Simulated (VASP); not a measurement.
Wanted: the native input for a VASP 6.6.1 run.

```yaml
Task: single point
Functional: LDA
Potentials_or_basis: VASP PAW LDA potentials, release 64 (Ga_d, P)
Cutoff: 520 eV
k_mesh: 10 × 10 × 10
Occupations: fermi-dirac, width 0.05 eV
Spin: no spin polarisation
Dipole_correction: no
Further_INCAR_settings: ALGO = Normal; EDIFF = 1e-07; NBANDS = 16
```

The structure of GaP lies in POSCAR:

```
GaP
1.0
    0.0000000000      2.6434925000      2.7252500000
    2.6434925000      0.0000000000      2.7252500000
    2.6434925000      2.6434925000      0.0000000000
Ga P
1 1
Direct
    0.0000000000      0.0000000000      0.0000000000
    0.7500000000      0.7500000000      0.7500000000
```

This cell differs from its parent crystal: equal xx and yy strain of -3 %.

One way to write it, as run:

INCAR

```
SYSTEM = GaP
PREC = Accurate ; ENCUT = 520
EDIFF = 1E-7 ; ISMEAR = -1
SIGMA = 0.05 ; LREAL = .FALSE.
LASPH = .TRUE. ; NELM = 80
ALGO = Normal ; ISIF = 2
LWAVE = .FALSE. ; LCHARG = .TRUE.
LELF = .TRUE. ; LVHAR = .TRUE.
NBANDS = 16
```

KPOINTS

```
regular mesh
0
G
  10 10 10
  0 0 0
```

Potentials or basis: VASP PAW LDA potentials, release 64 (Ga_d, P).

Launch:

```sh
$ cat potpaw_LDA.64/Ga_d/POTCAR potpaw_LDA.64/P/POTCAR > POTCAR
$ mpirun -np 1 vasp_std > vasp.out
```

Results of the run:

The pressure is 2.8 GPa. The band gap on the k mesh is 1.20 eV (least direct gap 2.08 eV).

Caveat: the cell differs from its parent crystal (equal xx and yy strain of -3 %).

Run time: 77 s on 1 thread of Intel Xeon 8259CL, with other jobs on the host, peak memory 0.18 GiB.
